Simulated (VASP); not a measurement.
Input of a VASP 6.6.1 run:

The input INCAR:

```
SYSTEM = CoO
PREC = Accurate
ENCUT = 520
EDIFF = 1E-7
ISMEAR = -1
SIGMA = 0.05
LREAL = .FALSE.
LASPH = .TRUE.
NELM = 80
ALGO = Normal
ISIF = 2
LWAVE = .FALSE.
LCHARG = .FALSE.
GGA = PS
NBANDS = 14
```

The input KPOINTS:

```
regular mesh
0
G
  10 10 10
  0 0 0
```

The input POSCAR:

```
CoO
1.0
    1.6022198417      0.9250420569      2.5664708903
   -1.6022198417      0.9250420569      2.5664708903
    0.0000000000     -1.8500841138      2.5664708903
Co O
1 1
Direct
    0.9989783200      0.9989783200      0.9989783200
    0.7510210300      0.7510210300      0.7510210300
```

Potentials or basis: VASP PAW PBE potentials, release 64 (Co, O).

Run with:

```sh
$ cat potpaw_PBE.64/Co/POTCAR potpaw_PBE.64/O/POTCAR > POTCAR
$ mpirun -np 1 vasp_std > vasp.out
```

Task: Estimate the pressure.

Result: -21.6 GPa.

Task: What does it give for the largest force?

Result: 0.179 eV/Å.

Forces on the atoms (eV/Å):
```
Co   0.000  0.000  0.179
O    0.000  0.000 -0.179
```

Caveat: the PAW data sets were made with another functional, which shifts forces and pressure a little; an odd number of electrons without spin polarisation forces a metal; a magnetic or distorted state may lie lower; the run has no spin polarisation, though such a crystal can be magnetic; semilocal functionals often make such compounds metallic where correlation or magnetic order opens a gap, which also shifts bond lengths. Spin polarisation is off, so any magnetic state and its effect on volume and gap are missing.
